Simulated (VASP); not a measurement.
P, 1 atom in the cell. The structure is tetragonal, space group P4/mmm (No. 123). Conventional cell: a = 4.273 Å, b = 4.273 Å, c = 4.378 Å, α = 90.00°, β = 90.00°, γ = 90.00°. Within 5.6 Å of P (site symmetry 4/mmm) lie 6 P at 4.27 to 4.38 Å. 

| Item | Value |
| --- | --- |
| Program | VASP 6.6.1 |
| Task | electric field gradients |
| Functional | LDA |
| Potentials or basis | VASP PAW LDA potentials, release 64 (P) |
| Cutoff | 400 eV |
| k mesh | 10 × 10 × 9 |
| Occupations | fermi-dirac, width 0.08 eV |
| Spin | no spin polarisation |
| Dipole correction | no |
| Further INCAR settings | ALGO = Normal; EDIFF = 1e-08; NBANDS = 8 |

Potentials or basis: VASP PAW LDA potentials, release 64 (P).

Run with:

```bash
$ cat potpaw_LDA.64/P/POTCAR > POTCAR
$ mpirun -np 1 vasp_std > vasp.out
```

Hardware: 1 thread of Intel Xeon 8259CL (shared host).

**Question.** Estimate the wall time of this run.

**Answer.** Wall time 44 s on 1 thread of Intel Xeon 8259CL, with other jobs on the host, peak memory 0.16 GiB. Counts: scf iterations 12, k points 105.
